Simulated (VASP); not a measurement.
A run of VASP 6.6.1 is set up as follows.

Contents of INCAR:

```
  PREC = Accurate
  ENCUT = 600
  EDIFF = 1E-7
  ISMEAR = 0
  SIGMA = 0.1
  LREAL = False
  LASPH = True
  NELM = 120
  ALGO = Normal
  ISIF = 3
  LWAVE = False
  LCHARG = False
  GGA = PE
  IBRION = 2
  NSW = 100
  EDIFFG = -0.01
  GGA_COMPAT = False
  NELMIN = 4
```

Contents of KPOINTS:

```
Automatic mesh
0
Gamma
  12 6 6
```

The input POSCAR:

```
Zr4ScO
1.0
    3.0753439713      0.0000000000      0.0000000000
    0.0000000000      5.8396322694      0.0000000000
    0.0000000000      0.0000000000      7.7539724243
Zr Sc O
4 1 1
Direct
    0.5000000000      0.0000000000      0.6804734486
    0.5000000000      0.5000000000      0.3033657939
    0.5000000000      0.5000000000      0.6966342061
    0.5000000000      0.0000000000      0.3195265514
    0.0000000000      0.0000000000      0.0000000000
    0.0000000000      0.5000000000      0.5000000000
```

Potentials or basis: VASP PAW PBE potentials, release 64 (Zr_sv, Sc_sv, O).

Command:

```bash
$ cat potpaw_PBE.64/Zr_sv/POTCAR potpaw_PBE.64/Sc_sv/POTCAR potpaw_PBE.64/O/POTCAR > POTCAR
$ mpirun -np 1 vasp_std > vasp.out
```

(1) What does it give for the space group after relaxing (to 0.1 Å)?

(2) Estimate the relaxed cell.

(3) Predict the band gap on the k mesh.

Results:

(1) Pmmm (No. 47).

(2) a = 3.079 Å, b = 5.838 Å, c = 7.744 Å, α = 90.00°, β = 90.00°, γ = 90.00°.

(3) zero (an odd number of electrons rules out a gap without spin polarisation).
